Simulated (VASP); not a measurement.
# CaO (Fm-3m) in VASP: a series of runs

Aim: see how the results for CaO move with the level of theory and the settings. Levels: PBEsol, PBE. Tasks: relaxation of cell and atoms, single point.

Everything below comes from runs of VASP 6.6.1. Logs are shortened: lines on timing, memory, paths and dates and some standing lists are left out, and cuts for length are marked.

## (1) The cell of the first run

It takes space group Fm-3m (No. 225, cubic). The conventional cell has a = 4.807 Å, b = 4.807 Å, c = 4.807 Å, α = 90.00°, β = 90.00°, γ = 90.00°. Ca (site symmetry m-3m) has 6 O at 2.40 Å within 3.2 Å. Within 3.2 Å of O (site symmetry m-3m) lie 6 Ca at 2.40 Å.

## (2) Relaxation of cell and atoms, PBEsol

Input file INCAR:

```
  ALGO = Normal
  EDIFF = 1E-6
  EDIFFG = -0.01
  ENCUT = 600
  GGA = PS
  IBRION = 2
  ISIF = 3
  ISMEAR = -1
  LASPH = True
  LCHARG = False
  LREAL = False
  LWAVE = False
  NELM = 80
  NSW = 60
  PREC = Accurate
  SIGMA = 0.05
```

Input file KPOINTS:

```
k-points
0
Gamma
  10 10 10
```

Input file POSCAR:

```
CaO
1.0
    0.0000000000      2.4035556960      2.4035556960
    2.4035556960      0.0000000000      2.4035556960
    2.4035556960      2.4035556960      0.0000000000
Ca O
1 1
Direct
    0.0000000000      0.0000000000      0.0000000000
    0.5000000000      0.5000000000      0.5000000000
```

Potentials or basis: VASP PAW PBE potentials, release 64 (Ca_sv, O).

Command:

```bash
cat potpaw_PBE.64/Ca_sv/POTCAR potpaw_PBE.64/O/POTCAR > POTCAR
mpirun -np 1 vasp_std > vasp.out
```

OUTCAR:

```text
EDIFF = 1E-6
   EDIFFG = -0.01
   ENCUT = 600
   GGA = PS
   IBRION = 2
   ISIF = 3
   ISMEAR = -1
   LASPH = True
   LREAL = False
   NELM = 80
   NSW = 60
   PREC = Accurate

 ion  position               nearest neighbor table
   1  0.000  0.000  0.000-   2 2.40   2 2.40   2 2.40   2 2.40   2 2.40   2 2.40
   2  0.500  0.500  0.500-   1 2.40   1 2.40   1 2.40   1 2.40   1 2.40   1 2.40

  LATTYP: Found a face centered cubic cell.
 ALAT       =     4.8071113920

  Lattice vectors:

 A1 = (   0.0000000000,   2.4035556960,   2.4035556960)
 A2 = (   2.4035556960,   0.0000000000,   2.4035556960)
 A3 = (   2.4035556960,   2.4035556960,   0.0000000000)

Analysis of symmetry for initial positions (statically):
=====================================================================
 Subroutine PRICEL returns:
 Original cell was already a primitive cell.

 Routine SETGRP: Setting up the symmetry group for a
 face centered cubic supercell.

 Subroutine GETGRP returns: Found 48 space group operations
 (whereof 48 operations were pure point group operations)
 out of a pool of 48 trial point group operations.

The static configuration has the point symmetry O_h .

Analysis of symmetry for dynamics (positions and initial velocities):
=====================================================================
 Subroutine PRICEL returns:
 Original cell was already a primitive cell.

 Routine SETGRP: Setting up the symmetry group for a
 face centered cubic supercell.

 Subroutine GETGRP returns: Found 48 space group operations
 (whereof 48 operations were pure point group operations)
 out of a pool of 48 trial point group operations.

The dynamic configuration has the point symmetry O_h .

 Subroutine INISYM returns: Found 48 space group operations
 (whereof 48 operations are pure point group operations),
 and found     1 'primitive' translations

----------------------------------------------------------------------------------------

                                     Primitive cell

  volume of cell :      27.7711

  direct lattice vectors                    reciprocal lattice vectors
     0.000000000  2.403555696  2.403555696    -0.208025136  0.208025136  0.208025136
     2.403555696  0.000000000  2.403555696     0.208025136 -0.208025136  0.208025136
     2.403555696  2.403555696  0.000000000     0.208025136  0.208025136 -0.208025136

  length of vectors
     3.399141063  3.399141063  3.399141063     0.360310104  0.360310104  0.360310104

  position of ions in fractional coordinates (direct lattice)
     0.000000000  0.000000000  0.000000000
     0.500000000  0.500000000  0.500000000

  ion indices of the primitive-cell ions
   primitive index   ion index
                 1           1
                 2           2

----------------------------------------------------------------------------------------

 KPOINTS: k-points

Automatic generation of k-mesh.
 Grid dimensions read from file:
 generate k-points for:   10   10   10

 Generating k-lattice:

  Cartesian coordinates                     Fractional coordinates (reciprocal lattice)
    -0.020802514  0.020802514  0.020802514     0.100000000  0.000000000  0.000000000
     0.020802514 -0.020802514  0.020802514     0.000000000  0.100000000  0.000000000
     0.020802514  0.020802514 -0.020802514     0.000000000  0.000000000  0.100000000

  Length of vectors
     0.036031010  0.036031010  0.036031010

  Shift w.r.t. Gamma in fractional coordinates (k-lattice)
     0.000000000  0.000000000  0.000000000

 Subroutine IBZKPT returns following result:
 ===========================================

 Found     47 irreducible k-points:

 Following reciprocal coordinates:
            Coordinates               Weight
  0.000000  0.000000  0.000000      1.000000
  0.100000  0.000000  0.000000      8.000000
  0.200000  0.000000  0.000000      8.000000
  0.300000  0.000000  0.000000      8.000000
  0.400000  0.000000  0.000000      8.000000
  0.500000  0.000000  0.000000      4.000000
[... 16 lines left out ...]
  0.300000  0.300000  0.000000      6.000000
  0.400000  0.300000  0.000000     24.000000
 [... further k-points ...]
   k-points           NKPTS =     47   k-points in BZ     NKDIM =     47   number of bands    NBANDS=     12
   number of dos      NEDOS =    301   number of ions     NIONS =      2
   total plane-waves  NPLWV =  21952
   dimension x,y,z NGX =    28 NGY =   28 NGZ =   28
   dimension x,y,z NGXF=    56 NGYF=   56 NGZF=   56
   ions per type =               1   1
   NGX,Y,Z   is equivalent  to a cutoff of  13.69, 13.69, 13.69 a.u.
   NGXF,Y,Z  is equivalent  to a cutoff of  27.39, 27.39, 27.39 a.u.
 SYSTEM =  unknown system
   PREC   = accura    normal or accurate (medium, high low for compatibility)
   ISTART =      0    job   : 0-new  1-cont  2-samecut
   ICHARG =      2    charge: 1-file 2-atom 10-const
   ISPIN  =      1    spin polarized calculation?
   LNONCOLLINEAR =      F non collinear calculations
   LSORBIT =      F    spin-orbit coupling
   LASPH  =      T    aspherical Exc in radial PAW
   ENCUT  =  600.0 eV  44.10 Ry    6.64 a.u.   6.79  6.79  6.79*2*pi/ulx,y,z
   NELM   =     80;   NELMIN=  2; NELMDL= -5     # of ELM steps
   EDIFF  = 0.1E-05   stopping-criterion for ELM
   LREAL  =      F    real-space projection
   EDIFFG = -.1E-01   stopping-criterion for IOM
   NSW    =     60    number of steps for IOM
   IBRION =      2    ionic relax: 0-MD 1-quasi-New 2-CG
   NFREE  =      1    steps in history (QN), initial steepest desc. (CG)
   ISIF   =      3    stress and relaxation
   ISYM   =      2    0-nonsym 1-usesym 2-fastsym
   POTIM  = 0.5000    time-step for ionic-motion
   TEBEG  =    0.0;   TEEND  =   0.0 temperature during run
   PSTRESS=    0.0 pullay stress
   NELECT =      16.0000    total number of electrons
   NUPDOWN=      -1.0000    fix difference up-down
   EMIN   =  10.00;   EMAX   =-10.00  energy-range for DOS
   EFERMI =   0.00;   METHOD = LEGACY
   ISMEAR =    -1;   SIGMA  =   0.05  broadening in eV -4-tet -1-fermi 0-gaus
   EFERMI_NEDOS =   21; number of points for ismear=-14 and -15
   IALGO  =     38    algorithm
   IMIX   =      4    mixing-type and parameters
     AMIX     =   0.40;   BMIX     =  1.00
     AMIX_MAG =   1.60;   BMIX_MAG =  1.00
  volume/ion in A,a.u.               =      13.89        93.70
  Fermi-wavevector in a.u.,A,eV,Ry     =   1.362231  2.574243 25.247954  1.855672
  Thomas-Fermi vector in A             =   2.488738
   LORBIT       =      0    0 simple, 1 ext, 2 COOP (PROOUT), +10 PAW based schemes
   GGA     = PS    functional components
   LHFCALC =     F    Hartree Fock is set to
   AEXX    =    0.0000 exact exchange contribution
   IVDW    =     0    specifies the selected vdW correction
   LEPSILON=     F    determine dielectric tensor
   LRPA    =     F    only Hartree local field effects (RPA)
 conjugate gradient relaxation of ions
 non-spin polarized calculation
  energy-cutoff  :      600.00
  volume of cell :       27.77
 maximum number of plane-waves:       941
   NGX = 13   NGY = 13   NGZ = 13

--------------------------------------- Ionic step        1  -------------------------------------------

 number of electron      15.9999997 magnetization

 Free energy of the ion-electron system (eV)
  ---------------------------------------------------
  ext. energy  EPLUGINS =         0.00000000
  ---------------------------------------------------
  free energy    TOTEN  =       -13.41051433 eV

  energy without entropy =      -13.41051433  energy(sigma->0) =      -13.41051433

------------------------ aborting loop because EDIFF is reached ----------------------------------------

  FORCE on cell =-STRESS in cart. coord.  units (eV):
  Direction    XX          YY          ZZ          XY          YZ          ZX
  --------------------------------------------------------------------------------------
  -------------------------------------------------------------------------------------
  Total       -0.3859652     -0.3859652     -0.3859652     -0.0000000      0.0000000     -0.0000000
  in kB      -22.2672301    -22.2672301    -22.2672301     -0.0000000      0.0000000     -0.0000000
  external PRESSURE =     -22.2672301 kB  Pullay stress =       0.0000000 kB
[... 57 lines left out ...]
  energy  without entropy=      -13.4138760255  energy(sigma->0) =      -13.41387603

--------------------------------------- Ionic step        3  -------------------------------------------

 number of electron      15.9999997 magnetization

 Free energy of the ion-electron system (eV)
  ---------------------------------------------------
  ext. energy  EPLUGINS =         0.00000000
  ---------------------------------------------------
  free energy    TOTEN  =       -13.41447257 eV

  energy without entropy =      -13.41447257  energy(sigma->0) =      -13.41447257

 E-fermi :   3.3567     XC(G=0): -10.8350

 val. band max:        2.3062969942   @ k =   0.0000   0.0000   0.0000
 cond. band min:       5.8323480791   @ k =   0.5000   0.5000   0.0000
 fundamental gap:      3.5260510849
 Fermi energy:         3.3567435563

 k-point     1 :       0.0000    0.0000    0.0000
  band No.  band energies     occupation
      1     -34.9986      2.00000
      2     -15.8247      2.00000
      3     -15.8247      2.00000
      4     -15.8247      2.00000
      5     -13.1768      2.00000
      6       2.3063      2.00000
      7       2.3063      2.00000
      8       2.3063      2.00000
      9       7.0322      0.00000
     10       8.5469      0.00000
     11       8.5469      0.00000
     12       8.5469      0.00000
[... 331 lines left out ...]
 k-point    24 :       0.4000    0.3000    0.0000
  band No.  band energies     occupation
      1     -34.8762      2.00000
      2     -16.5502      2.00000
      3     -16.0456      2.00000
      4     -16.0150      2.00000
      5     -12.6059      2.00000
      6       0.5849      2.00000
      7       1.7386      2.00000
      8       1.8437      2.00000
      9       6.5295      0.00000
     10      10.0395      0.00000
     11      11.2230      0.00000
     12      11.3227      0.00000

 [... further k-points ...]

------------------------ aborting loop because EDIFF is reached ----------------------------------------

  FORCE on cell =-STRESS in cart. coord.  units (eV):
  Direction    XX          YY          ZZ          XY          YZ          ZX
  --------------------------------------------------------------------------------------
  -------------------------------------------------------------------------------------
  Total        0.0007085      0.0007085      0.0007085      0.0000000      0.0000000      0.0000000
  in kB        0.0417120      0.0417120      0.0417120      0.0000000      0.0000000      0.0000000
  external PRESSURE =       0.0417120 kB  Pullay stress =       0.0000000 kB
[... 17 lines left out ...]
  FREE ENERGIE OF THE ION-ELECTRON SYSTEM (eV)
  ---------------------------------------------------
  free  energy   TOTEN  =       -13.4144725733 eV

  energy  without entropy=      -13.4144725733  energy(sigma->0) =      -13.41447257

 reached required accuracy - stopping structural energy minimisation
```

Wall time 76 s (1 thread of Intel Xeon 8259CL, shared host); peak memory 0.18 GiB.

What came out:

* Free energy: -13.4145 eV
* Relaxed volume: 13.61 Å³/atom
* Relaxed cell: a = 3.376 Å, b = 3.376 Å, c = 3.376 Å, α = 60.00°, β = 60.00°, γ = 60.00°
* Space group after relaxing (to 0.1 Å): Fm-3m (No. 225)
* Energy gained by relaxing: 2.0 meV/atom
* Ionic steps: 3
* Pressure after relaxing: 0.0 GPa
* Band gap on the k mesh: 3.53 eV (least direct gap 3.90 eV)

Step by step:
```
step  energy change (eV)  largest force (eV/Å)  pressure (GPa)  volume (Å³)
   1              0.0000                0.0000           -2.23        27.77
   2             -0.0034                0.0000            0.92        27.00
   3             -0.0040                0.0000            0.00        27.21
```

Final structure:
```xyz
2
Lattice="0.0000 2.3873 2.3873 2.3873 0.0000 2.3873 2.3873 2.3873 0.0000" Properties=species:S:1:pos:R:3 pbc="T T T"
Ca    0.0000    0.0000    0.0000
O     2.3873    2.3873    2.3873
```

Caveat: the PAW data sets were made with another functional, which shifts forces and pressure a little.

## (3) Single point, PBE

This run uses another cell than the first one, of 13.33 Å³/atom.

Input file INCAR:

```
  PREC = Accurate
  ENCUT = 520
  EDIFF = 1E-7
  ISMEAR = -1
  SIGMA = 0.05
  LREAL = F
  LASPH = T
  NELM = 100
  ALGO = Normal
  ISIF = 2
  LWAVE = F
  LCHARG = F
  GGA = PE
  NBANDS = 15
```

Input file KPOINTS:

```
Automatic mesh
0
Gamma
  10 10 10
```

Input file POSCAR:

```
CaO
1.0
    0.0000000000      2.3710712315      2.3710712315
    2.3710712315      0.0000000000      2.3710712315
    2.3710712315      2.3710712315      0.0000000000
Ca O
1 1
Direct
    0.0000000000      0.0000000000      0.0000000000
    0.5000000000      0.5000000000      0.5000000000
```

Potentials or basis: VASP PAW PBE potentials, release 64 (Ca_sv, O).

Command:

```bash
cat potpaw_PBE.64/Ca_sv/POTCAR potpaw_PBE.64/O/POTCAR > POTCAR
mpirun -np 1 vasp_std > vasp.out
```

Run time: 40 s. Hardware: 1 thread of AMD EPYC 7R13, shared host; peak memory 0.14 GiB.

The run converged. Its results:

- Free energy: -12.7677 eV
- Pressure: 7.3 GPa
- Band gap on the k mesh: 3.62 eV (least direct gap 3.98 eV)

Levels at points of the mesh, in eV from the valence-band top:
```tsv
k point	band 5	band 6	band 7	band 8	band 9	band 10	band 11	band 12
(0.00, 0.00, 0.00)	-15.61	0.00	0.00	0.00	5.05	6.32	6.32	6.32
(0.50, 0.00, 0.00)	-14.24	-2.74	-1.29	-1.29	7.24	8.58	8.58	8.82
(0.50, 0.50, 0.00)	-15.38	-1.28	-0.36	-0.36	3.62	8.35	9.12	9.81
```

Caveat: the cell stands under pressure. A k mesh can miss the band edges.
